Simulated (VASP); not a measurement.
A run of VASP 6.6.1 is set up as follows.

Contents of INCAR:

```
SYSTEM = MgO2
ALGO = Normal
EDIFF = 1E-6
ENCUT = 840
GGA = PS
GGA_COMPAT = .False.
ISIF = 2
ISMEAR = 0
LASPH = .True.
LCHARG = .False.
LREAL = .False.
LWAVE = .False.
NBANDS = 18
NELM = 120
PREC = Accurate
SIGMA = 0.05
```

KPOINTS

```
k-points
0
Gamma
  12 12 12
  0 0 0
```

The input POSCAR:

```
MgO2
1.0
    1.6849990668      0.9728346648      3.4939788749
   -1.6849990668      0.9728346648      3.4939788749
    0.0000000000     -1.9456693296      3.4939788749
Mg O
1 2
Direct
    0.0000000000      0.0000000000      0.0000000000
    0.4287860000      0.4287860000      0.4287860000
    0.5712140000      0.5712140000      0.5712140000
```

Potentials or basis: VASP PAW PBE potentials, release 64 (Mg_sv, O).

Run with:

```bash
$ cat potpaw_PBE.64/Mg_sv/POTCAR potpaw_PBE.64/O/POTCAR > POTCAR
$ mpirun -np 1 vasp_std > vasp.out
```

Task: What does it give for the pressure?

Result: -11.8 GPa.

Task: Estimate the band gap on the k mesh.

Result: 2.29 eV.

Task: What does it give for the largest force?

Result: 0.313 eV/Å.

Stress tensor (GPa, compression positive):
```
-14.40   0.00   0.00
  0.00 -14.40   0.00
  0.00   0.00  -6.67
```

Caveat: the cell differs from its parent crystal (strain +0.050 along x and y, +0.000 along z); the stress differs along the axes, from -14 to -7 GPa; the PAW data sets were made with another functional, which shifts forces and pressure a little. A k mesh can miss the band edges.
